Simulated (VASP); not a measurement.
# ZnSe (F-43m) in VASP: single point with PBEsol

Aim: the single point of ZnSe with PBEsol.

All numbers are computed with VASP 6.6.1; they aren't measurements. Logs are shortened: lines on timing, memory, paths and dates and some standing lists are left out, and cuts for length are marked.

## Step 1: The cell of the first run

It takes space group F-43m (No. 216, cubic). The conventional cell has a = 5.633 Å, b = 5.633 Å, c = 5.633 Å, α = 90.00°, β = 90.00°, γ = 90.00°. Within 3.2 Å of Zn (site symmetry -43m) lie 4 Se at 2.44 Å. Se (site symmetry -43m) has 4 Zn at 2.44 Å within 3.2 Å.

## Step 2: Single point, PBEsol

INCAR

```
SYSTEM = ZnSe
PREC = Accurate
ENCUT = 500
EDIFF = 1E-6
ISMEAR = 0
SIGMA = 0.02
LREAL = .FALSE.
LASPH = .TRUE.
NELM = 120
ALGO = Normal
ISIF = 2
LWAVE = .FALSE.
LCHARG = .FALSE.
GGA = PS
NBANDS = 16
GGA_COMPAT = .FALSE.
```

KPOINTS

```
Automatic mesh
0
G
  8 8 8
  0 0 0
```

POSCAR

```
ZnSe
1.0
    0.0000000000      2.8166236825      2.8166236825
    2.8166236825      0.0000000000      2.8166236825
    2.8166236825      2.8166236825      0.0000000000
Zn Se
1 1
Direct
    0.0000000000      0.0000000000      0.0000000000
    0.2500000000      0.2500000000      0.2500000000
```

Potentials or basis: VASP PAW PBE potentials, release 64 (Zn, Se).

Started as:

```
> cat potpaw_PBE.64/Zn/POTCAR potpaw_PBE.64/Se/POTCAR > POTCAR
> mpirun -np 1 vasp_std > vasp.out
```

OUTCAR:

```text
SYSTEM = ZnSe
   PREC = Accurate
   ENCUT = 500
   EDIFF = 1E-6
   ISMEAR = 0
   LREAL = .FALSE.
   LASPH = .TRUE.
   NELM = 120
   ISIF = 2
   GGA = PS

 ion  position               nearest neighbor table
   1  0.000  0.000  0.000-   2 2.44   2 2.44   2 2.44   2 2.44
   2  0.250  0.250  0.250-   1 2.44   1 2.44   1 2.44   1 2.44

  LATTYP: Found a face centered cubic cell.
 ALAT       =     5.6332473650

  Lattice vectors:

 A1 = (   0.0000000000,   2.8166236825,   2.8166236825)
 A2 = (   2.8166236825,   0.0000000000,   2.8166236825)
 A3 = (   2.8166236825,   2.8166236825,   0.0000000000)

Analysis of symmetry for initial positions (statically):
=====================================================================
 Subroutine PRICEL returns:
 Original cell was already a primitive cell.

 Routine SETGRP: Setting up the symmetry group for a
 face centered cubic supercell.

 Subroutine GETGRP returns: Found 24 space group operations
 (whereof 24 operations were pure point group operations)
 out of a pool of 48 trial point group operations.

The static configuration has the point symmetry T_d .

Analysis of symmetry for dynamics (positions and initial velocities):
=====================================================================
 Subroutine PRICEL returns:
 Original cell was already a primitive cell.

 Routine SETGRP: Setting up the symmetry group for a
 face centered cubic supercell.

 Subroutine GETGRP returns: Found 24 space group operations
 (whereof 24 operations were pure point group operations)
 out of a pool of 48 trial point group operations.

The dynamic configuration has the point symmetry T_d .

 Subroutine INISYM returns: Found 24 space group operations
 (whereof 24 operations are pure point group operations),
 and found     1 'primitive' translations

----------------------------------------------------------------------------------------

                                     Primitive cell

  volume of cell :      44.6906

  direct lattice vectors                    reciprocal lattice vectors
     0.000000000  2.816623682  2.816623682    -0.177517502  0.177517502  0.177517502
     2.816623682  0.000000000  2.816623682     0.177517502 -0.177517502  0.177517502
     2.816623682  2.816623682  0.000000000     0.177517502  0.177517502 -0.177517502

  length of vectors
     3.983307412  3.983307412  3.983307412     0.307469333  0.307469333  0.307469333

[... 73 lines left out ...]
   ICHARG =      2    charge: 1-file 2-atom 10-const
   ISPIN  =      1    spin polarized calculation?
   LNONCOLLINEAR =      F non collinear calculations
   LSORBIT =      F    spin-orbit coupling
   LASPH  =      T    aspherical Exc in radial PAW
   ENCUT  =  500.0 eV  36.75 Ry    6.06 a.u.   7.26  7.26  7.26*2*pi/ulx,y,z
   NELM   =    120;   NELMIN=  2; NELMDL= -5     # of ELM steps
   EDIFF  = 0.1E-05   stopping-criterion for ELM
   LREAL  =      F    real-space projection
[... 7 lines left out ...]
   TEBEG  =    0.0;   TEEND  =   0.0 temperature during run
   PSTRESS=    0.0 pullay stress
   NELECT =      18.0000    total number of electrons
   NUPDOWN=      -1.0000    fix difference up-down
   EMIN   =  10.00;   EMAX   =-10.00  energy-range for DOS
   EFERMI =   0.00;   METHOD = LEGACY
   ISMEAR =     0;   SIGMA  =   0.02  broadening in eV -4-tet -1-fermi 0-gaus
   EFERMI_NEDOS =   21; number of points for ismear=-14 and -15
   IALGO  =     38    algorithm
   IMIX   =      4    mixing-type and parameters
     AMIX     =   0.40;   BMIX     =  1.00
     AMIX_MAG =   1.60;   BMIX_MAG =  1.00
  volume/ion in A,a.u.               =      22.35       150.79
  Fermi-wavevector in a.u.,A,eV,Ry     =   1.209002  2.284682 19.887427  1.461685
  Thomas-Fermi vector in A             =   2.344592
   LORBIT       =      0    0 simple, 1 ext, 2 COOP (PROOUT), +10 PAW based schemes
   GGA     = PS    functional components
   LHFCALC =     F    Hartree Fock is set to
   AEXX    =    0.0000 exact exchange contribution
   IVDW    =     0    specifies the selected vdW correction
   LEPSILON=     F    determine dielectric tensor
   LRPA    =     F    only Hartree local field effects (RPA)
 non-spin polarized calculation
 Gauss-broadening in eV      SIGMA  =   0.02
  energy-cutoff  :      500.00
  volume of cell :       44.69
 maximum number of plane-waves:      1158
 NGX is ok and might be reduce to    30
   NGX = 15   NGY = 15   NGZ = 15

 number of electron      17.9999998 magnetization

 Free energy of the ion-electron system (eV)
  ---------------------------------------------------
  ext. energy  EPLUGINS =         0.00000000
  ---------------------------------------------------
  free energy    TOTEN  =        -6.77302382 eV

  energy without entropy =       -6.77302382  energy(sigma->0) =       -6.77302382

 E-fermi :   1.7762     XC(G=0):  -9.6095

 val. band max:        1.6460262283   @ k =   0.0000   0.0000   0.0000
 cond. band min:       2.8893538137   @ k =   0.0000   0.0000   0.0000
 fundamental gap:      1.2433275854
 Fermi energy:         1.7762087751

 k-point     1 :       0.0000    0.0000    0.0000
  band No.  band energies     occupation
      1     -11.7594      2.00000
      2      -4.9791      2.00000
      3      -4.9791      2.00000
      4      -4.9791      2.00000
      5      -4.5907      2.00000
      6      -4.5907      2.00000
[... 433 lines left out ...]
      3      -4.8326      2.00000
      4      -4.6275      2.00000
      5      -4.5839      2.00000
      6      -4.3727      2.00000
[... 8 lines left out ...]
     15      14.3333      0.00000
     16      15.1858      0.00000

 [... further k-points ...]

------------------------ aborting loop because EDIFF is reached ----------------------------------------

  FORCE on cell =-STRESS in cart. coord.  units (eV):
  Direction    XX          YY          ZZ          XY          YZ          ZX
  --------------------------------------------------------------------------------------
  -------------------------------------------------------------------------------------
  Total        0.0754845      0.0754845      0.0754845      0.0000000      0.0000000     -0.0000000
  in kB        2.7061516      2.7061516      2.7061516      0.0000000      0.0000000     -0.0000000
  external PRESSURE =       2.7061516 kB  Pullay stress =       0.0000000 kB

 VOLUME and BASIS-vectors are now :
 -----------------------------------------------------------------------------
  energy-cutoff  :      500.00
  volume of cell :       44.69
      direct lattice vectors                 reciprocal lattice vectors
     0.000000000  2.816623682  2.816623682    -0.177517502  0.177517502  0.177517502
     2.816623682  0.000000000  2.816623682     0.177517502 -0.177517502  0.177517502
     2.816623682  2.816623682  0.000000000     0.177517502  0.177517502 -0.177517502

 POSITION                                       TOTAL-FORCE (eV/Angst)
 -----------------------------------------------------------------------------------
      0.00000      0.00000      0.00000         0.000000      0.000000      0.000000
      1.40831      1.40831      1.40831        -0.000000     -0.000000     -0.000000
 -----------------------------------------------------------------------------------
    total drift:                               -0.000000     -0.000000      0.000000

  FREE ENERGIE OF THE ION-ELECTRON SYSTEM (eV)
  ---------------------------------------------------
  free  energy   TOTEN  =        -6.7730238203 eV

  energy  without entropy=       -6.7730238203  energy(sigma->0) =       -6.77302382
```

Wall time 9.6 s (1 thread of Intel Xeon 6975P-C (Granite Rapids), shared host); peak memory 0.17 GiB.

Results:

```
Free energy            : -6.7730 eV
Pressure               : 0.3 GPa
Band gap on the k mesh : 1.24 eV
```

Caveat: the PAW data sets were made with another functional, which shifts forces and pressure a little.
